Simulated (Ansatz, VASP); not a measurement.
## C: VASP beside Ansatz

INCAR

```
ALGO = Normal ; EDIFF = 1E-6
ENCUT = 520 ; GGA = PE
ISIF = 2 ; ISMEAR = -1
LASPH = True ; LCHARG = True
LELF = True ; LREAL = False
LVHAR = True ; LWAVE = False
NBANDS = 16 ; NELM = 60
PREC = Accurate ; SIGMA = 0.02
```

Contents of KPOINTS:

```
k-points
0
Gamma
  12 8 12
```

POSCAR

```
C
1.0
   -1.7858175697      1.7858175697      0.0000000000
    0.0000000000      0.0000000000      3.5716351394
    1.7858175697      1.7858175697      0.0000000000
C
4
Direct
    0.5000000000      0.3750000000      0.2500000000
    0.0000000000      0.8750000000      0.7500000000
    0.0000000000      0.1250000000      0.2500000000
    0.5000000000      0.6250000000      0.7500000000
```

Input for Ansatz:

```yaml
crystal:
  lattice:
    - [-1.7858175697, 1.7858175697, 0.0]
    - [0.0, 0.0, 3.5716351394]
    - [1.7858175697, 1.7858175697, 0.0]
  atoms:
    - { symbol: C, position: [0.5, 0.375, 0.25] }
    - { symbol: C, position: [0.0, 0.875, 0.75] }
    - { symbol: C, position: [0.0, 0.125, 0.25] }
    - { symbol: C, position: [0.5, 0.625, 0.75] }
kpoints:
  mp_grid: { grid: [12, 8, 12] }
scf:
  occupations: { method: fermi_dirac, width: 0.02 }
hamiltonian:
  xc: pbe
  pseudopotentials: { kind: all_electron, lapw: { basis_error: 0.001 } }
output:
  forces: true
  stress: true
  eigenvalues: true
```

Alike in both runs: task single point; functional PBE; k mesh 12 × 8 × 12; occupations fermi-dirac, width 0.02 eV; no spin polarisation.

|  | VASP | Ansatz |
| --- | --- | --- |
| version | VASP 6.6.1 | Ansatz 0.2.0 |
| potentials or method | VASP PAW PBE potentials, release 64 (C), cutoff 520 eV | all-electron LAPW, scalar-relativistic |

```tsv
	VASP	Ansatz	Ansatz less VASP
gap on the k mesh at the Fermi level (eV)	4.12	4.13	+0.009
pressure (GPa)	0.6	0.0	-0.69
```

Ansatz ran all-electron here, and VASP with PAW potentials.
